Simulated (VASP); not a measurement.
The system is B.

```
B
1.0
     2.34611    0.00000    0.00000
     0.00000    2.34611    0.00000
     0.00000    0.00000    1.58579
B
1
Direct
  0.50000 0.50000 0.50000
```

```yaml
Program: VASP 6.6.1
Task: relaxation of cell and atoms
Functional: PBEsol-based global hybrid with 25 % exact exchange
Potentials_or_basis: VASP PAW PBE potentials, release 64 (B)
Cutoff: 600 eV
k_mesh: 6 × 6 × 8
Occupations: fermi-dirac, width 0.05 eV
Spin: no spin polarisation
```

At the start: pressure -3.5 GPa; volume 8.73 Å³/atom.

**Question.** How do energy, volume and symmetry change on relaxing?

**Answer.** Over 5 steps the energy falls by 2.2 meV/atom and the volume is 8.51 Å³/atom (-2.5 %); space group P4/mmm (No. 123, to 0.1 Å) before and after.

The path:
| step | energy change (eV) | largest force (eV/Å) | pressure (GPa) | volume (Å³) |
| --- | --- | --- | --- | --- |
| 1 | 0.0000 | 0.0000 | -3.45 | 8.73 |
| 2 | 0.0004 | 0.0000 | 2.71 | 8.49 |
| 3 | -0.0013 | 0.0000 | -0.62 | 8.62 |
| 4 | -0.0022 | 0.0000 | 0.14 | 8.48 |
| 5 | -0.0022 | 0.0000 | 0.00 | 8.51 |

Final structure:
```cif
data_structure
_symmetry_space_group_name_H-M 'P 1'
_symmetry_Int_Tables_number 1
_cell_length_a 2.3219
_cell_length_b 2.3219
_cell_length_c 1.5782
_cell_angle_alpha 90.000
_cell_angle_beta 90.000
_cell_angle_gamma 90.000
_cell_volume 8.51
loop_
_atom_site_label
_atom_site_type_symbol
_atom_site_fract_x
_atom_site_fract_y
_atom_site_fract_z
_atom_site_occupancy
B1 B 0.50000 0.50000 0.50000 1
```

Caveat: the k points lie up to 0.50 Å⁻¹ apart in the final cell, too coarse for converged energies and pressures of a metal; the PAW data sets were made with another functional, which shifts forces and pressure a little; an odd number of electrons without spin polarisation forces a metal; a magnetic or distorted state may lie lower.
